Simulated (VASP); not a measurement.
TiO2: single point with LDA+U

Crystal: TiO2.

```
Ti O
1.0
     4.81270    0.00000    0.00000
     0.00000    4.87188    0.00000
    -0.86289    0.00000    4.96659
Ti O
4 8
Cartesian
  1.1513 0.2573 1.0586
  3.2300 2.6932 1.4247
  2.7985 4.6146 3.9080
  0.7198 2.1787 3.5419
  -0.4276 0.8622 4.2293
  3.9459 3.2981 3.2206
  4.3774 4.0097 0.7373
  0.0039 1.5738 1.7460
  1.7406 3.6911 2.3183
  2.6406 1.2552 0.1650
  2.2092 1.1808 2.6483
  1.3092 3.6167 4.8016
```

```
Program                : VASP 6.6.1
Task                   : single point
Functional             : LDA
Potentials or basis    : VASP PAW LDA potentials, release 64 (Ti_sv, O)
Cutoff                 : 600 eV
k mesh                 : 6 × 6 × 6
Occupations            : fermi-dirac, width 0.05 eV
Spin                   : no spin polarisation
Hubbard terms          : Ti d U = 1.0 eV
Dipole correction      : no
Further INCAR settings : ALGO = Normal; EDIFF = 1e-06; NBANDS = 60
```

```json
{
  "Pressure": "-7.4 GPa",
  "Largest force": "0.068 eV/Å",
  "Band gap on the k mesh": "2.30 eV (least direct gap 2.37 eV)"
}
```

Forces in eV/Å, atoms in the order of the input:
```
Ti   0.010  0.007 -0.041
Ti  -0.010  0.007  0.041
Ti  -0.010 -0.007  0.041
Ti   0.010 -0.007 -0.041
O    0.000 -0.047  0.032
O    0.000 -0.047 -0.032
O    0.000  0.047 -0.032
O    0.000  0.047  0.032
O    0.051  0.016  0.041
O   -0.051  0.016 -0.041
O   -0.051 -0.016 -0.041
O    0.051 -0.016  0.041
```

Stress tensor (GPa, compression positive):
```
-7.36  0.00 -0.70
 0.00 -7.26  0.00
-0.70  0.00 -7.57
```

Levels at points of the mesh, in eV from the valence-band top:
| k point | band 45 | band 46 | band 47 | band 48 | band 49 | band 50 | band 51 | band 52 |
| --- | --- | --- | --- | --- | --- | --- | --- | --- |
| (0.00, 0.00, 0.00) | -0.67 | -0.55 | -0.01 | 0.00 | 2.47 | 2.54 | 2.95 | 3.06 |
| (0.50, 0.00, 0.00) | -0.84 | -0.73 | -0.51 | -0.06 | 2.30 | 2.89 | 2.90 | 3.03 |
| (0.00, 0.50, 0.00) | -0.93 | -0.93 | -0.38 | -0.38 | 2.86 | 2.86 | 3.20 | 3.20 |
| (0.50, 0.50, 0.00) | -0.97 | -0.97 | -0.75 | -0.75 | 2.73 | 2.73 | 2.97 | 2.97 |
| (0.00, 0.00, 0.50) | -1.09 | -1.09 | -0.42 | -0.42 | 2.69 | 2.69 | 2.87 | 2.87 |
| (0.50, 0.00, 0.50) | -1.10 | -1.10 | -0.63 | -0.63 | 2.38 | 2.38 | 3.30 | 3.30 |
| (0.00, 0.50, 0.50) | -1.13 | -1.13 | -0.85 | -0.85 | 2.70 | 2.70 | 2.82 | 2.82 |
| (0.50, 0.50, 0.50) | -1.20 | -1.20 | -0.94 | -0.94 | 2.56 | 2.56 | 2.92 | 2.92 |

Eigenvalues of the final occupation matrices:
```
    site  spin  trace               eigenvalues
site 1 d     1   0.88  0.10 0.13 0.18 0.23 0.24
site 1 d     2   0.88  0.10 0.13 0.18 0.23 0.24
site 2 d     1   0.88  0.10 0.13 0.18 0.23 0.24
site 2 d     2   0.88  0.10 0.13 0.18 0.23 0.24
site 3 d     1   0.88  0.10 0.13 0.18 0.23 0.24
site 3 d     2   0.88  0.10 0.13 0.18 0.23 0.24
site 4 d     1   0.88  0.10 0.13 0.18 0.23 0.24
site 4 d     2   0.88  0.10 0.13 0.18 0.23 0.24
```

It took 3.2 min on 4 MPI ranks on Intel(R) Xeon(R) Platinum 8259CL CPU @ 2.50GHz (Skylake/Cascade Lake), with other jobs on the host, peak memory 0.54 GiB a rank.

Caveat: the cell stands under tension. A k mesh can miss the band edges.
